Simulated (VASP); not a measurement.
# Sr (P6_3/mmc) in VASP: further runs, part 2 of 3

VASP 6.6.1.

## (3) Single point, r2SCAN (strain +0.000 along x and y, -0.040 along z)

POSCAR

```
Sr
1.0
    4.3100002207      0.0000000000      0.0000000000
   -2.1550001104      3.7325696814      0.0000000000
    0.0000000000      0.0000000000      6.7680000000
Sr
2
Direct
    0.3333333333      0.6666666667      0.2500000000
    0.6666666667      0.3333333333      0.7500000000
```

INCAR.step1

```
PREC = Accurate
ENCUT = 520
ISMEAR = 0
SIGMA = 0.15
LREAL = F
LASPH = T
NELM = 60
NBANDS = 17
GGA = PE
ALGO = Normal
EDIFF = 1E-4
LWAVE = T
LCHARG = F
```

INCAR.step2

```
PREC = Accurate
ENCUT = 520
EDIFF = 1E-6
ISMEAR = 0
SIGMA = 0.15
LREAL = F
LASPH = T
NELM = 60
ALGO = Normal
ISIF = 2
LWAVE = F
LCHARG = T
METAGGA = R2SCAN
LMIXTAU = T
LELF = T
LVHAR = T
NBANDS = 17
ISTART = 1
```

KPOINTS

```
regular mesh
0
Gamma
  12 12 8
```

Potentials or basis: VASP PAW PBE potentials, release 64 (Sr_sv).

Run with:

```
> cat potpaw_PBE.64/Sr_sv/POTCAR > POTCAR
> cp INCAR.step1 INCAR
> mpirun -np 1 vasp_std > vasp.out
> cp INCAR.step2 INCAR
> mpirun -np 1 vasp_std > vasp.out
```

OUTCAR:

```text
PREC = Accurate
   ENCUT = 520
   EDIFF = 1E-6
   ISMEAR = 0
   LREAL = F
   LASPH = T
   NELM = 60
   ISIF = 2
   METAGGA = R2SCAN
   ISTART = 1

 ion  position               nearest neighbor table
   1  0.333  0.667  0.250-   2 4.20   2 4.20   2 4.20   2 4.20   2 4.20   2 4.20
   2  0.667  0.333  0.750-   1 4.20   1 4.20   1 4.20   1 4.20   1 4.20   1 4.20

  LATTYP: Found a hexagonal cell.
 ALAT       =     4.3100002207
 C/A-ratio  =     1.5703015437

  Lattice vectors:

 A1 = (   4.3100002207,   0.0000000000,   0.0000000000)
 A2 = (  -2.1550001104,   3.7325696814,   0.0000000000)
 A3 = (   0.0000000000,   0.0000000000,   6.7680000000)

Analysis of symmetry for initial positions (statically):
=====================================================================
 Subroutine PRICEL returns:
 Original cell was already a primitive cell.

 Routine SETGRP: Setting up the symmetry group for a
 hexagonal supercell.

 Subroutine GETGRP returns: Found 24 space group operations
 (whereof 12 operations were pure point group operations)
 out of a pool of 24 trial point group operations.

The static configuration has the point symmetry D_3d.
 The point group associated with its full space group is D_6h.

Analysis of symmetry for dynamics (positions and initial velocities):
=====================================================================
 Subroutine PRICEL returns:
 Original cell was already a primitive cell.

 Routine SETGRP: Setting up the symmetry group for a
 hexagonal supercell.

 Subroutine GETGRP returns: Found 24 space group operations
 (whereof 12 operations were pure point group operations)
 out of a pool of 24 trial point group operations.

The dynamic configuration has the point symmetry D_3d.
 The point group associated with its full space group is D_6h.

 Subroutine INISYM returns: Found 24 space group operations
 (whereof 12 operations are pure point group operations),
 and found     1 'primitive' translations

----------------------------------------------------------------------------------------

                                     Primitive cell

  volume of cell :     108.8794

  direct lattice vectors                    reciprocal lattice vectors
     4.310000221  0.000000000  0.000000000     0.232018550  0.133955972  0.000000000
    -2.155000110  3.732569681  0.000000000     0.000000000  0.267911944  0.000000000
     0.000000000  0.000000000  6.768000000     0.000000000  0.000000000  0.147754137

  length of vectors
     4.310000221  4.310000221  6.768000000     0.267911944  0.267911944  0.147754137

  position of ions in fractional coordinates (direct lattice)
     0.333333333  0.666666667  0.250000000
     0.666666667  0.333333333  0.750000000

  ion indices of the primitive-cell ions
   primitive index   ion index
                 1           1
                 2           2

----------------------------------------------------------------------------------------

 KPOINTS: regular mesh

Automatic generation of k-mesh.
 Grid dimensions read from file:
 generate k-points for:   12   12    8

 Generating k-lattice:

  Cartesian coordinates                     Fractional coordinates (reciprocal lattice)
     0.019334879  0.011162998  0.000000000     0.083333333  0.000000000  0.000000000
     0.000000000  0.022325995  0.000000000     0.000000000  0.083333333  0.000000000
     0.000000000  0.000000000  0.018469267     0.000000000  0.000000000  0.125000000

  Length of vectors
     0.022325995  0.022325995  0.018469267

  Shift w.r.t. Gamma in fractional coordinates (k-lattice)
     0.000000000  0.000000000  0.000000000

 Subroutine IBZKPT returns following result:
 ===========================================

 Found     95 irreducible k-points:

 Following reciprocal coordinates:
            Coordinates               Weight
  0.000000  0.000000  0.000000      1.000000
  0.083333 -0.000000  0.000000      6.000000
  0.166667  0.000000  0.000000      6.000000
  0.250000  0.000000  0.000000      6.000000
  0.333333 -0.000000  0.000000      6.000000
  0.416667 -0.000000  0.000000      6.000000
[... 16 lines left out ...]
  0.250000  0.000000  0.125000     12.000000
  0.333333 -0.000000  0.125000     12.000000
 [... further k-points ...]
   k-points           NKPTS =     95   k-points in BZ     NKDIM =     95   number of bands    NBANDS=     17
   number of dos      NEDOS =    301   number of ions     NIONS =      2
   total plane-waves  NPLWV =  51200
   dimension x,y,z NGX =    32 NGY =   32 NGZ =   50
   dimension x,y,z NGXF=    64 NGYF=   64 NGZF=  100
   ions per type =               2
   NGX,Y,Z   is equivalent  to a cutoff of  12.34, 12.34, 12.28 a.u.
   NGXF,Y,Z  is equivalent  to a cutoff of  24.69, 24.69, 24.56 a.u.
 SYSTEM =  unknown system
   PREC   = accura    normal or accurate (medium, high low for compatibility)
   ISTART =      1    job   : 0-new  1-cont  2-samecut
   ICHARG =      0    charge: 1-file 2-atom 10-const
   ISPIN  =      1    spin polarized calculation?
   LNONCOLLINEAR =      F non collinear calculations
   LSORBIT =      F    spin-orbit coupling
   LASPH  =      T    aspherical Exc in radial PAW
   ENCUT  =  520.0 eV  38.22 Ry    6.18 a.u.   8.01  8.01 12.58*2*pi/ulx,y,z
   NELM   =     60;   NELMIN=  2; NELMDL=  0     # of ELM steps
   EDIFF  = 0.1E-05   stopping-criterion for ELM
   LREAL  =      F    real-space projection
   EDIFFG = 0.1E-04   stopping-criterion for IOM
   NSW    =      0    number of steps for IOM
   IBRION =     -1    ionic relax: 0-MD 1-quasi-New 2-CG
   NFREE  =      0    steps in history (QN), initial steepest desc. (CG)
   ISIF   =      2    stress and relaxation
   ISYM   =      2    0-nonsym 1-usesym 2-fastsym
   POTIM  = 0.5000    time-step for ionic-motion
   TEBEG  =    0.0;   TEEND  =   0.0 temperature during run
   PSTRESS=    0.0 pullay stress
   NELECT =      20.0000    total number of electrons
   NUPDOWN=      -1.0000    fix difference up-down
   EMIN   =  10.00;   EMAX   =-10.00  energy-range for DOS
   EFERMI =   0.00;   METHOD = LEGACY
   ISMEAR =     0;   SIGMA  =   0.15  broadening in eV -4-tet -1-fermi 0-gaus
   EFERMI_NEDOS =   21; number of points for ismear=-14 and -15
   IALGO  =     38    algorithm
   IMIX   =      4    mixing-type and parameters
     AMIX     =   0.40;   BMIX     =  1.00
     AMIX_MAG =   1.60;   BMIX_MAG =  1.00
  volume/ion in A,a.u.               =      54.44       367.38
  Fermi-wavevector in a.u.,A,eV,Ry     =   0.930614  1.758606 11.783226  0.866043
  Thomas-Fermi vector in A             =   2.057021
   LORBIT       =      0    0 simple, 1 ext, 2 COOP (PROOUT), +10 PAW based schemes
   METAGGA = R2SCAN    functional components
   LHFCALC =     F    Hartree Fock is set to
   AEXX    =    0.0000 exact exchange contribution
   IVDW    =     0    specifies the selected vdW correction
   LEPSILON=     F    determine dielectric tensor
   LRPA    =     F    only Hartree local field effects (RPA)
 non-spin polarized calculation
 Gauss-broadening in eV      SIGMA  =   0.15
  energy-cutoff  :      520.00
  volume of cell :      108.88
 maximum number of plane-waves:      2953
   NGX = 17   NGY = 17   NGZ = 25

 number of electron      20.0000000 magnetization

 Free energy of the ion-electron system (eV)
  ---------------------------------------------------
  ext. energy  EPLUGINS =         0.00000000
  ---------------------------------------------------
  free energy    TOTEN  =       -30.17954335 eV

  energy without entropy =      -30.15239840  energy(sigma->0) =      -30.16597088

 E-fermi :   1.6928     XC(G=0):  -7.8288

 val. band max:        1.6847134882   @ k =   0.2500   0.0833   0.0000
 cond. band min:       1.7393093342   @ k =   0.3333   0.3333   0.5000
 fundamental gap:      0.0545958460
 Fermi energy:         1.6928317093

 k-point     1 :       0.0000    0.0000    0.0000
  band No.  band energies     occupation
      1     -36.3459      2.00000
      2     -36.3269      2.00000
      3     -17.8332      2.00000
      4     -17.6396      2.00000
      5     -17.6396      2.00000
      6     -17.6042      2.00000
[... 9 lines left out ...]
     16       4.7419      0.00000
     17       5.1325      0.00000
[... 441 lines left out ...]
 k-point    24 :       0.3333   -0.0000    0.1250
  band No.  band energies     occupation
      1     -36.3348      2.00000
      2     -36.3247      2.00000
      3     -17.7781      2.00000
      4     -17.7342      2.00000
      5     -17.7162      2.00000
      6     -17.6720      2.00000
[... 9 lines left out ...]
     16       5.5737      0.00000
     17       5.7834      0.00000

 [... further k-points ...]

------------------------ aborting loop because EDIFF is reached ----------------------------------------

  FORCE on cell =-STRESS in cart. coord.  units (eV):
  Direction    XX          YY          ZZ          XY          YZ          ZX
  --------------------------------------------------------------------------------------
  -------------------------------------------------------------------------------------
  Total        0.2189301      0.2189301      0.9418080     -0.0000000     -0.0000000      0.0000000
  in kB        3.2215913      3.2215913     13.8588556     -0.0000000     -0.0000000      0.0000000
  external PRESSURE =       6.7673460 kB  Pullay stress =       0.0000000 kB

 VOLUME and BASIS-vectors are now :
 -----------------------------------------------------------------------------
  energy-cutoff  :      520.00
  volume of cell :      108.88
      direct lattice vectors                 reciprocal lattice vectors
     4.310000221  0.000000000  0.000000000     0.232018550  0.133955972  0.000000000
    -2.155000110  3.732569681  0.000000000     0.000000000  0.267911944  0.000000000
     0.000000000  0.000000000  6.768000000     0.000000000  0.000000000  0.147754137

 POSITION                                       TOTAL-FORCE (eV/Angst)
 -----------------------------------------------------------------------------------
     -0.00000      2.48838      1.69200        -0.000000      0.000000      0.000000
      2.15500      1.24419      5.07600         0.000000     -0.000000      0.000000
 -----------------------------------------------------------------------------------
    total drift:                                0.000000     -0.000000      0.000000

  FREE ENERGIE OF THE ION-ELECTRON SYSTEM (eV)
  ---------------------------------------------------
  free  energy   TOTEN  =       -30.1795433532 eV

  energy  without entropy=      -30.1523983969  energy(sigma->0) =      -30.16597088
```

OUTCAR.step1:

```text
PREC = Accurate
   ENCUT = 520
   ISMEAR = 0
   LREAL = F
   LASPH = T
[... 703 lines left out ...]
 -----------------------------------------------------------------------------------
     -0.00000      2.48838      1.69200        -0.000000      0.000000      0.000000
      2.15500      1.24419      5.07600         0.000000      0.000000      0.000000
 -----------------------------------------------------------------------------------
    total drift:                                0.000000     -0.000000      0.000000

  FREE ENERGIE OF THE ION-ELECTRON SYSTEM (eV)
  ---------------------------------------------------
  free  energy   TOTEN  =        -3.2722656873 eV

  energy  without entropy=       -3.2450737254  energy(sigma->0) =       -3.25866971
```

OSZICAR.step1:

```text
N       E                     dE             d eps       ncg     rms          rms(c)
DAV:   1     0.108229936889E+03    0.10823E+03   -0.94425E+03  3230   0.991E+02
DAV:   2     0.527680705787E+01   -0.10295E+03   -0.10140E+03  4213   0.229E+02
DAV:   3    -0.305785198890E+01   -0.83347E+01   -0.83068E+01  5867   0.466E+01
DAV:   4    -0.326412397100E+01   -0.20627E+00   -0.20612E+00  4357   0.685E+00
DAV:   5    -0.326968504027E+01   -0.55611E-02   -0.55604E-02  5220   0.828E-01    0.160E+01
DAV:   6    -0.327081943545E+01   -0.11344E-02   -0.13824E-02  4271   0.119E+00    0.908E+00
DAV:   7    -0.327211864306E+01   -0.12992E-02   -0.23357E-02  3891   0.155E+00    0.422E-01
DAV:   8    -0.327221494783E+01   -0.96305E-04   -0.30450E-03  5210   0.271E-01    0.141E-01
DAV:   9    -0.327226568735E+01   -0.50740E-04   -0.11089E-04  3337   0.568E-02
   1 F= -.32722657E+01 E0= -.32586697E+01  d E =-.271920E-01
```

It took 13 min on 1 thread of Intel Xeon 8259CL, shared host; peak memory 0.33 GiB.

Results:

* Free energy: -30.1795 eV
* Pressure: 0.7 GPa
* Band gap on the k mesh: zero (bands 10 and 11 overlap by 0.42 eV)

Stress tensor (GPa, compression positive):
```
0.32 0.00 0.00
0.00 0.32 0.00
0.00 0.00 1.39
```

Levels at points of the mesh, in eV from the Fermi level:
```csv
k point,band 6,band 7,band 8,band 9,band 10,band 11,band 12,band 13,band 14,band 15
"(0.00, 0.00, 0.00)",-19.30,-19.30,-19.29,-3.91,-1.03,0.10,2.53,2.53,2.83,3.05
"(0.50, 0.00, 0.00)",-19.38,-19.35,-19.32,-1.21,-0.70,0.11,0.24,1.51,2.20,2.33
"(0.00, 0.00, 0.50)",-19.31,-19.31,-19.31,-2.85,-2.85,1.57,1.57,2.50,2.50,2.50
"(0.50, 0.00, 0.50)",-19.35,-19.35,-19.35,-0.83,-0.83,0.15,0.15,1.55,1.55,3.18
```

Caveat: the cell differs from its parent crystal (strain +0.000 along x and y, -0.040 along z); the PAW data sets were made with another functional, which shifts forces and pressure a little.

## (4) Single point, r2SCAN (strain -0.040 along x and y, +0.080 along z)

POSCAR

```
Sr
1.0
    4.1376002118      0.0000000000      0.0000000000
   -2.0688001059      3.5832668942      0.0000000000
    0.0000000000      0.0000000000      7.6140000000
Sr
2
Direct
    0.3333333333      0.6666666667      0.2500000000
    0.6666666667      0.3333333333      0.7500000000
```

INCAR.step1

```
SYSTEM = Sr
PREC     = Accurate       ! precision mode
ENCUT    = 520            ! plane-wave cutoff, eV
ISMEAR   = 0              ! smearing method
SIGMA    = 0.15           ! smearing width, eV
LREAL    = .False.        ! projectors in reciprocal space
LASPH    = .True.         ! aspherical terms in the spheres
NELM     = 80             ! most SCF steps
NBANDS   = 17             ! bands
GGA      = PE             ! functional
ALGO     = Normal         ! electronic algorithm
EDIFF    = 1E-4           ! SCF threshold, eV
LWAVE    = .True.         ! write WAVECAR
LCHARG   = .False.        ! write CHGCAR
```

INCAR.step2

```
SYSTEM = Sr
PREC     = Accurate       ! precision mode
ENCUT    = 520            ! plane-wave cutoff, eV
EDIFF    = 1E-6           ! SCF threshold, eV
ISMEAR   = 0              ! smearing method
SIGMA    = 0.15           ! smearing width, eV
LREAL    = .False.        ! projectors in reciprocal space
LASPH    = .True.         ! aspherical terms in the spheres
NELM     = 80             ! most SCF steps
ALGO     = Normal         ! electronic algorithm
ISIF     = 2              ! what is computed and relaxed
LWAVE    = .False.        ! write WAVECAR
LCHARG   = .False.        ! write CHGCAR
METAGGA  = R2SCAN         ! meta-GGA
LMIXTAU  = .True.       
NBANDS   = 17             ! bands
ISTART   = 1
```

KPOINTS

```
regular mesh
0
Gamma
  12 12 8
  0 0 0
```

Run with:

```
> cat potpaw_PBE.64/Sr_sv/POTCAR > POTCAR
> cp INCAR.step1 INCAR
> mpirun -np 1 vasp_std > vasp.out
> cp INCAR.step2 INCAR
> mpirun -np 1 vasp_std > vasp.out
```

Run time: 13 min. Hardware: 1 thread of Intel Xeon 8259CL, shared host; peak memory 0.35 GiB.

Results (log left out):

| Quantity | Value |
| --- | --- |
| Free energy | -30.1285 eV |
| Pressure | 0.2 GPa |
| Band gap on the k mesh | zero (bands 10 and 11 overlap by 0.82 eV) |

Stress tensor (GPa, compression positive):
```
 1.22  0.00  0.00
 0.00  1.22  0.00
 0.00  0.00 -1.83
```

Levels at points of the mesh, in eV from the Fermi level:
| k point | band 7 | band 8 | band 9 | band 10 | band 11 | band 12 | band 13 | band 14 |
| --- | --- | --- | --- | --- | --- | --- | --- | --- |
| (0.00, 0.00, 0.00) | -19.34 | -19.34 | -3.79 | -1.44 | -0.49 | 2.00 | 2.74 | 2.74 |
| (0.50, 0.00, 0.00) | -19.39 | -19.36 | -0.91 | -0.46 | 0.09 | 0.42 | 1.22 | 1.70 |
| (0.00, 0.00, 0.50) | -19.35 | -19.35 | -2.98 | -2.98 | 1.00 | 1.00 | 2.80 | 2.80 |
| (0.50, 0.00, 0.50) | -19.38 | -19.38 | -0.69 | -0.69 | 0.28 | 0.28 | 1.35 | 1.35 |

Caveat: the cell differs from its parent crystal (strain -0.040 along x and y, +0.080 along z); the PAW data sets were made with another functional, which shifts forces and pressure a little.

[end of part 2 of 3]

The gap in the log of VASP goes by the Fermi energy; the results here count the filled bands.